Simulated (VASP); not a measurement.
# BaTe (F-43m) in VASP: a series of runs, part 2 of 2

VASP 6.6.1. Earlier steps stand in the parts before.

**3. Single point, HSE06**

File POSCAR:

```
BaTe
1.0
    0.0000000000      3.9141586662      3.9141586662
    3.9141586662      0.0000000000      3.9141586662
    3.9141586662      3.9141586662      0.0000000000
Ba Te
1 1
Direct
    0.0000000000      0.0000000000      0.0000000000
    0.2500000000      0.2500000000      0.2500000000
```

File INCAR.step1:

```
SYSTEM = BaTe
PREC = Accurate
ENCUT = 520
EDIFF = 1E-5
ISMEAR = 0
SIGMA = 0.01
LREAL = .False.
LASPH = .True.
NELM = 80
ALGO = Normal
ISIF = 2
LWAVE = .True.
LCHARG = .False.
GGA = PE
NBANDS = 15
```

File INCAR.step2:

```
SYSTEM = BaTe
PREC = Accurate
ENCUT = 520
EDIFF = 1E-7
ISMEAR = 0
SIGMA = 0.01
LREAL = .False.
LASPH = .True.
NELM = 80
ALGO = Normal
ISIF = 2
LWAVE = .False.
LCHARG = .False.
GGA = PE
LHFCALC = .True.
HFSCREEN = 0.2079
PRECFOCK = Normal
ISTART = 1
NBANDS = 15
```

File KPOINTS:

```
regular mesh
0
Gamma
  4 4 4
  0 0 0
```

Potentials or basis: VASP PAW PBE potentials, release 64 (Ba_sv, Te).

The run is started by

```
$ cat potpaw_PBE.64/Ba_sv/POTCAR potpaw_PBE.64/Te/POTCAR > POTCAR
$ cp INCAR.step1 INCAR
$ mpirun -np 1 vasp_std > vasp.out
$ cp INCAR.step2 INCAR
$ mpirun -np 1 vasp_std > vasp.out
```

OUTCAR:

```text
SYSTEM = BaTe
   PREC = Accurate
   ENCUT = 520
   EDIFF = 1E-7
   ISMEAR = 0
   LREAL = .False.
   LASPH = .True.
   NELM = 80
   ISIF = 2
   GGA = PE
   LHFCALC = .True.
   HFSCREEN = 0.2079
   PRECFOCK = Normal
   ISTART = 1

 ion  position               nearest neighbor table
   1  0.000  0.000  0.000-   2 3.39   2 3.39   2 3.39   2 3.39
   2  0.250  0.250  0.250-   1 3.39   1 3.39   1 3.39   1 3.39

  LATTYP: Found a face centered cubic cell.
 ALAT       =     7.8283173324

[... 322 lines left out ...]

------------------------ aborting loop because EDIFF is reached ----------------------------------------

  FORCE on cell =-STRESS in cart. coord.  units (eV):
  Direction    XX          YY          ZZ          XY          YZ          ZX
  --------------------------------------------------------------------------------------
  -------------------------------------------------------------------------------------
  Total        0.0151015      0.0151015      0.0151015      0.0000000      0.0000000      0.0000000
  in kB        0.2017363      0.2017363      0.2017363      0.0000000      0.0000000      0.0000000
  external PRESSURE =       0.2017363 kB  Pullay stress =       0.0000000 kB

 VOLUME and BASIS-vectors are now :
 -----------------------------------------------------------------------------
  energy-cutoff  :      520.00
  volume of cell :      119.93
      direct lattice vectors                 reciprocal lattice vectors
     0.000000000  3.914158666  3.914158666    -0.127741372  0.127741372  0.127741372
     3.914158666  0.000000000  3.914158666     0.127741372 -0.127741372  0.127741372
     3.914158666  3.914158666  0.000000000     0.127741372  0.127741372 -0.127741372

 POSITION                                       TOTAL-FORCE (eV/Angst)
 -----------------------------------------------------------------------------------
      0.00000      0.00000      0.00000        -0.000000     -0.000000     -0.000000
      1.95708      1.95708      1.95708         0.000000      0.000000      0.000000
 -----------------------------------------------------------------------------------
    total drift:                               -0.000001     -0.000000     -0.000000

  FREE ENERGIE OF THE ION-ELECTRON SYSTEM (eV)
  ---------------------------------------------------
  free  energy   TOTEN  =        -9.2289470457 eV

  energy  without entropy=       -9.2289470457  energy(sigma->0) =       -9.22894705
```

OUTCAR.step1:

```text
SYSTEM = BaTe
   PREC = Accurate
   ENCUT = 520
   EDIFF = 1E-5
   ISMEAR = 0
   LREAL = .False.
   LASPH = .True.
[... 347 lines left out ...]
      0.00000      0.00000      0.00000        -0.000000     -0.000000     -0.000000
      1.95708      1.95708      1.95708         0.000000      0.000000      0.000000
 -----------------------------------------------------------------------------------
    total drift:                               -0.000000     -0.000000     -0.000000

  FREE ENERGIE OF THE ION-ELECTRON SYSTEM (eV)
  ---------------------------------------------------
  free  energy   TOTEN  =        -8.0908171398 eV

  energy  without entropy=       -8.0908171398  energy(sigma->0) =       -8.09081714
```

It took 16 min on 1 thread of AMD EPYC 7R13 (Zen 3), shared host; peak memory 0.36 GiB.

Results:

- Free energy: -9.2289 eV
- Pressure: 0.0 GPa
- Band gap on the k mesh: 3.29 eV (least direct gap 3.69 eV)

Caveat: the structure was generated, so it needn't be the stable form of BaTe; the PAW data sets were made with another functional, which shifts forces and pressure a little; spin-orbit coupling is left out, which moves the levels of the heavy elements.

**4. Single point, PBE-based screened hybrid with 35 % exact exchange**

POSCAR is that of step 3.

File INCAR.step1:

```
SYSTEM = BaTe
  PREC = Accurate
  ENCUT = 520
  EDIFF = 1E-5
  ISMEAR = 0
  SIGMA = 0.01
  LREAL = .FALSE.
  LASPH = .TRUE.
  NELM = 60
  ALGO = Normal
  ISIF = 2
  LWAVE = .TRUE.
  LCHARG = .FALSE.
  GGA = PE
  NBANDS = 15
```

File INCAR.step2:

```
SYSTEM = BaTe
  PREC = Accurate
  ENCUT = 520
  EDIFF = 1E-6
  ISMEAR = 0
  SIGMA = 0.01
  LREAL = .FALSE.
  LASPH = .TRUE.
  NELM = 60
  ALGO = Normal
  ISIF = 2
  LWAVE = .FALSE.
  LCHARG = .FALSE.
  GGA = PE
  LHFCALC = .TRUE.
  AEXX = 0.35
  HFSCREEN = 0.1
  PRECFOCK = Normal
  ISTART = 1
  NBANDS = 15
```

File KPOINTS:

```
regular mesh
0
G
  4 4 4
  0 0 0
```

Potentials or basis: VASP PAW PBE potentials, release 64 (Ba_sv, Te).

The run is started by

```
$ cat potpaw_PBE.64/Ba_sv/POTCAR potpaw_PBE.64/Te/POTCAR > POTCAR
$ cp INCAR.step1 INCAR
$ mpirun -np 1 vasp_std > vasp.out
$ cp INCAR.step2 INCAR
$ mpirun -np 1 vasp_std > vasp.out
```

OUTCAR:

```text
SYSTEM = BaTe
   PREC = Accurate
   ENCUT = 520
   EDIFF = 1E-6
   ISMEAR = 0
   LREAL = .FALSE.
   LASPH = .TRUE.
   NELM = 60
   ISIF = 2
   GGA = PE
   LHFCALC = .TRUE.
   AEXX = 0.35
   HFSCREEN = 0.1
   PRECFOCK = Normal
   ISTART = 1

 ion  position               nearest neighbor table
   1  0.000  0.000  0.000-   2 3.39   2 3.39   2 3.39   2 3.39
   2  0.250  0.250  0.250-   1 3.39   1 3.39   1 3.39   1 3.39

  LATTYP: Found a face centered cubic cell.
 ALAT       =     7.8283173324

[... 322 lines left out ...]

------------------------ aborting loop because EDIFF is reached ----------------------------------------

  FORCE on cell =-STRESS in cart. coord.  units (eV):
  Direction    XX          YY          ZZ          XY          YZ          ZX
  --------------------------------------------------------------------------------------
  -------------------------------------------------------------------------------------
  Total       -0.0784513     -0.0784513     -0.0784513      0.0000000      0.0000000      0.0000000
  in kB       -1.0480101     -1.0480101     -1.0480101      0.0000000      0.0000000      0.0000000
  external PRESSURE =      -1.0480101 kB  Pullay stress =       0.0000000 kB

 VOLUME and BASIS-vectors are now :
 -----------------------------------------------------------------------------
  energy-cutoff  :      520.00
  volume of cell :      119.93
      direct lattice vectors                 reciprocal lattice vectors
     0.000000000  3.914158666  3.914158666    -0.127741372  0.127741372  0.127741372
     3.914158666  0.000000000  3.914158666     0.127741372 -0.127741372  0.127741372
     3.914158666  3.914158666  0.000000000     0.127741372  0.127741372 -0.127741372

 POSITION                                       TOTAL-FORCE (eV/Angst)
 -----------------------------------------------------------------------------------
      0.00000      0.00000      0.00000        -0.000000     -0.000000     -0.000000
      1.95708      1.95708      1.95708         0.000000      0.000000      0.000000
 -----------------------------------------------------------------------------------
    total drift:                               -0.000002      0.000000     -0.000001

  FREE ENERGIE OF THE ION-ELECTRON SYSTEM (eV)
  ---------------------------------------------------
  free  energy   TOTEN  =       -10.1508256724 eV

  energy  without entropy=      -10.1508256724  energy(sigma->0) =      -10.15082567
```

It took 12 min on 1 thread of AMD EPYC 7R13 (Zen 3), shared host; peak memory 0.35 GiB.

What came out:

- Free energy: -10.1508 eV
- Pressure: -0.1 GPa
- Band gap on the k mesh: 4.03 eV (least direct gap 4.47 eV)

Levels at points of the mesh, in eV from the valence-band top:
```csv
k point,band 4,band 5,band 6,band 7,band 8,band 9,band 10,band 11,band 12,band 13
"(0.00, 0.00, 0.00)",-13.24,-9.83,-0.44,-0.44,-0.44,4.03,6.01,6.01,7.96,7.96
"(0.50, 0.00, 0.00)",-13.26,-9.49,-0.76,-0.24,-0.24,5.71,6.11,6.17,6.17,7.11
"(0.50, 0.50, 0.00)",-13.29,-9.38,-1.04,0.00,0.00,4.48,5.62,6.91,6.91,7.04
```

Caveat: the structure was generated, so it needn't be the stable form of BaTe; the PAW data sets were made with another functional, which shifts forces and pressure a little; spin-orbit coupling is left out, which moves the levels of the heavy elements.
